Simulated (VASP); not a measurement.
Ge: single point with LDA

Crystal: Ge.

```
CELL_PARAMETERS angstrom
-2.59462 2.59813 1.42688
2.59813 -2.59462 1.42688
2.60934 2.60934 -1.42046
ATOMIC_POSITIONS crystal
Ge 0.99990 0.00010 0.00000
Ge 0.75010 0.24990 0.50000
```

This cell differs from its parent crystal: volume scaled by 1.08.

| Item | Value |
| --- | --- |
| Program | VASP 6.6.1 |
| Task | single point |
| Functional | LDA |
| Potentials or basis | VASP PAW LDA potentials, release 64 (Ge_d) |
| Cutoff | 520 eV |
| k mesh | 14 × 14 × 10 |
| Occupations | fermi-dirac, width 0.1 eV |
| Spin | no spin polarisation |

The pressure is -5.3 GPa and the band gap on the k mesh is zero (band 14 reaches 7.83 eV, above the bottom of band 15 at 2.95 eV).

Forces on the atoms (eV/Å):
```
Ge  -0.002  0.002  0.000
Ge   0.002 -0.002  0.000
```

Stress tensor (GPa, compression positive):
```
-5.54 -0.37 -0.03
-0.37 -5.54 -0.03
-0.03 -0.03 -4.83
```

Levels at points of the mesh, in eV from the Fermi level:
| k point | band 11 | band 12 | band 13 | band 14 | band 15 | band 16 | band 17 | band 18 |
| --- | --- | --- | --- | --- | --- | --- | --- | --- |
| (0.00, 0.00, 0.00) | -12.90 | -4.15 | -2.18 | -2.08 | 3.53 | 7.33 | 7.36 | 7.60 |
| (0.50, 0.00, 0.00) | -8.03 | -6.23 | -2.66 | -1.82 | -1.26 | 2.62 | 3.46 | 5.31 |
| (0.50, 0.50, 0.00) | -10.25 | -10.23 | 0.68 | 0.69 | 1.86 | 1.86 | 7.01 | 7.09 |
| (0.00, 0.00, 0.50) | -10.27 | -10.27 | 0.75 | 0.75 | 1.96 | 1.96 | 7.07 | 7.07 |
| (0.50, 0.00, 0.50) | -8.00 | -6.23 | -2.68 | -1.83 | -1.28 | 2.61 | 3.39 | 5.31 |
| (0.50, 0.50, 0.50) | -8.70 | -8.70 | -5.55 | -5.55 | 5.78 | 5.78 | 10.53 | 10.53 |

Run time: 2.8 min on 1 thread of Intel(R) Xeon(R) 6975P-C (Granite Rapids), on a shared host, peak memory 0.41 GiB.
